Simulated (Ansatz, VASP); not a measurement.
## AlRu: VASP beside Ansatz

```
Al Ru
1.0
     2.56135   -1.87170    0.00000
     2.56135    1.87170    0.00000
    -0.92970    0.00000    5.53195
Al Ru
2 2
Direct
  0.00000 0.50000 0.00000
  0.50000 0.00000 0.50000
  0.58160 0.41840 0.25000
  0.41840 0.58160 0.75000
```

Alike in both runs: task relaxation of cell and atoms; functional PBE; k mesh 6 × 6 × 4; occupations gaussian, width 0.1 eV; no spin polarisation.

|  | VASP | Ansatz |
| --- | --- | --- |
| version | VASP 6.6.1 | Ansatz 0.2.0 |
| potentials or method | VASP PAW PBE potentials, release 64 (Al, Ru_pv), cutoff 600 eV | scalar-relativistic, plane waves, PAW |
| valence electrons in the cell | 34 | 38 |

```tsv
	VASP	Ansatz	Ansatz less VASP
gap on the k mesh at the Fermi level, each at its own relaxed structure (eV)	none	none	-
relaxed volume (Å³/atom)	14.16	13.56	-0.597
relaxed cell length with the largest relative difference (Å)	8.181	7.331	-0.8495
```

A gap of «none» marks a metal or a gap that the smearing closes. One of these differences is far larger than is usual between the two programs; its cause wasn't traced. VASP's potentials hold 34 valence electrons a cell and Ansatz's 38, so a difference there can come from the potentials and not from the codes.
